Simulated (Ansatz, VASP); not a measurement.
# Rb2TcF6: VASP beside Ansatz

File INCAR:

```
  PREC = Accurate
  ENCUT = 520
  EDIFF = 1E-6
  ISMEAR = 0
  SIGMA = 0.05
  LREAL = False
  LASPH = True
  NELM = 150
  ALGO = Normal
  ISIF = 2
  LWAVE = False
  LCHARG = False
  ISPIN = 2
  MAGMOM = 0 0 3 0 0 0 0 0 0
  LORBIT = 11
  LMAXMIX = 4
  LDAU = True
  LDAUTYPE = 2
  LDAUL = -1 2 -1
  LDAUU = 0 8 0
  LDAUJ = 0 0 0
  LDAUPRINT = 1
  GGA = CA
  NBANDS = 50
```

File KPOINTS:

```
regular mesh
0
Gamma
  4 4 4
```

File POSCAR:

```
Rb2TcF6
1.0
    5.9490027400      0.0000000000      0.0000000000
   -2.9745013700      5.1519875000      0.0000000000
    0.0000000000      0.0000000000      4.7590005000
Rb Tc F
2 1 6
Direct
    0.3333333333      0.6666666667      0.3003000000
    0.6666666667      0.3333333333      0.6997000000
    0.0000000000      0.0000000000      0.0000000000
    0.3137000000      0.1568500000      0.2229000000
    0.8431500000      0.1568500000      0.2229000000
    0.8431500000      0.6863000000      0.2229000000
    0.1568500000      0.3137000000      0.7771000000
    0.1568500000      0.8431500000      0.7771000000
    0.6863000000      0.8431500000      0.7771000000
```

Input for Ansatz:

```yaml
crystal:
  lattice:
    - [5.94900274, 0.0, 0.0]
    - [-2.97450137, 5.1519875, 0.0]
    - [0.0, 0.0, 4.7590005]
  atoms:
    - { symbol: Rb, position: [0.3333333333, 0.6666666667, 0.3003] }
    - { symbol: Rb, position: [0.6666666667, 0.3333333333, 0.6997] }
    - { symbol: Tc, position: [0.0, 0.0, 0.0], spin: 3.0 }
    - { symbol: F, position: [0.3137, 0.15685, 0.2229] }
    - { symbol: F, position: [0.84315, 0.15685, 0.2229] }
    - { symbol: F, position: [0.84315, 0.6863, 0.2229] }
    - { symbol: F, position: [0.15685, 0.3137, 0.7771] }
    - { symbol: F, position: [0.15685, 0.84315, 0.7771] }
    - { symbol: F, position: [0.6863, 0.84315, 0.7771] }
basis:
  ecutwfc: 600
  ecutrho_ratio: 5
kpoints:
  mp_grid: { grid: [4, 4, 4] }
hamiltonian:
  xc: lda
  hubbard: { sites: [{ site: 2, l: d, u_eff: 8.0 }] }
scf:
  occupations: { method: gaussian, width: 0.05 }
output:
  forces: true
  stress: true
  eigenvalues: true
  populations: true
  hubbard: { sites: [{ site: 2, l: d }] }
  write_density: true
  write_potential: true
  elf: true
  volumetric_format: npy
magnetization:
  spin_polarized: true
```

Alike in both runs: task single point; functional LDA; k mesh 4 × 4 × 4; occupations gaussian, width 0.05 eV; collinear spin; Hubbard terms Tc d U = 8.0 eV.

|  | VASP | Ansatz |
| --- | --- | --- |
| version | VASP 6.6.1 | Ansatz 0.2.0 |
| potentials or method | VASP PAW LDA potentials, release 64 (Rb_sv, Tc_pv, F), cutoff 520 eV | scalar-relativistic, plane waves, PAW |
| valence electrons in the cell | 73 | 75 |

|  | VASP | Ansatz | Ansatz less VASP |
| --- | --- | --- | --- |
| gap on the k mesh at the Fermi level (eV) | 5.52 | 5.21 | -0.309 |
| least direct gap on the mesh (eV) | 5.54 | 5.21 | -0.330 |
| pressure (GPa) | -0.9 | -1.5 | -0.57 |
| traceless stress, the component that is largest in VASP (GPa) | -0.24 | -0.22 | +0.024 |
| rms of the force components (eV/Å) | 0.174 | 0.101 | -0.0729 |
| net moment per atom (μB) | 0.33 | 0.33 | 0.000 |
| size of the moment on the site where the two differ most (μB) | 2.81 | 1.78 | -1.027 |

LDA's correlation is that of Perdew and Zunger in VASP and of Perdew and Wang (1992) in Ansatz. Site moments also hang on the region over which each program counts them. The programs project onto different local orbitals, so the same U acts differently, and such runs can settle in different states. Atom by atom the forces differ by 0.073 eV/Å (rms over components). VASP's potentials hold 73 valence electrons a cell and Ansatz's 75, so a difference there can come from the potentials and not from the codes.
